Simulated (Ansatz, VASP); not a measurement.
**InP in VASP and in Ansatz**

File POSCAR:

```
InP
1.0
    0.0000000000      2.9535689140      2.9535689140
    2.9535689140      0.0000000000      2.9535689140
    2.9535689140      2.9535689140      0.0000000000
In P
1 1
Direct
    0.0000000000      0.0000000000      0.0000000000
    0.2500000000      0.2500000000      0.2500000000
```

Contents of INCAR.step1:

```
PREC = Accurate
ENCUT = 520
ISMEAR = 0
SIGMA = 0.02
LREAL = F
LASPH = T
NELM = 60
NBANDS = 16
GGA = PE
ALGO = Normal
EDIFF = 1E-4
LWAVE = T
LCHARG = F
```

The input INCAR.step2:

```
PREC = Accurate
ENCUT = 520
EDIFF = 1E-7
ISMEAR = 0
SIGMA = 0.02
LREAL = F
LASPH = T
NELM = 60
ALGO = Normal
ISIF = 2
LWAVE = F
LCHARG = F
METAGGA = R2SCAN
LMIXTAU = T
NBANDS = 16
ISTART = 1
```

Contents of KPOINTS:

```
Automatic mesh
0
Gamma
  8 8 8
```

Input for Ansatz:

```yaml
crystal:
  lattice:
    - [0.0, 2.9535689314, 2.9535689314]
    - [2.9535689314, 0.0, 2.9535689314]
    - [2.9535689314, 2.9535689314, 0.0]
  atoms:
    - { symbol: In, position: [0.0, 0.0, 0.0] }
    - { symbol: P, position: [0.25, 0.25, 0.25] }
basis:
  ecutwfc: 500
kpoints:
  mp_grid: { grid: [8, 8, 8] }
  band_path: { path: [VBM, CBM], npoints: 2 }
hamiltonian:
  xc: r2scan
scf:
  occupations: { method: gaussian, width: 0.02 }
output:
  forces: false
  stress: false
  eigenvalues: true
checkpoint:
  read: start.run
  write: ck
  compress: false
  write_wavefunctions: false
  write_every: 100000
```

Alike in both runs: task single point; functional r2SCAN; k mesh 8 × 8 × 8; occupations gaussian, width 0.02 eV; no spin polarisation.

|  | VASP | Ansatz |
| --- | --- | --- |
| version | VASP 6.6.1 | Ansatz 0.2.0 |
| potentials or method | VASP PAW PBE potentials, release 64 (In_d, P), cutoff 520 eV | scalar-relativistic, plane waves, PAW |
| valence electrons in the cell | 18 | 18 |

|  | VASP | Ansatz | Ansatz less VASP |
| --- | --- | --- | --- |
| gap on the k mesh at the Fermi level (eV) | 1.03 | 1.03 | -0.004 |
| least direct gap on the mesh (eV) | 1.03 | 1.03 | -0.004 |

VASP's potentials were made for PBE, not for r2SCAN.
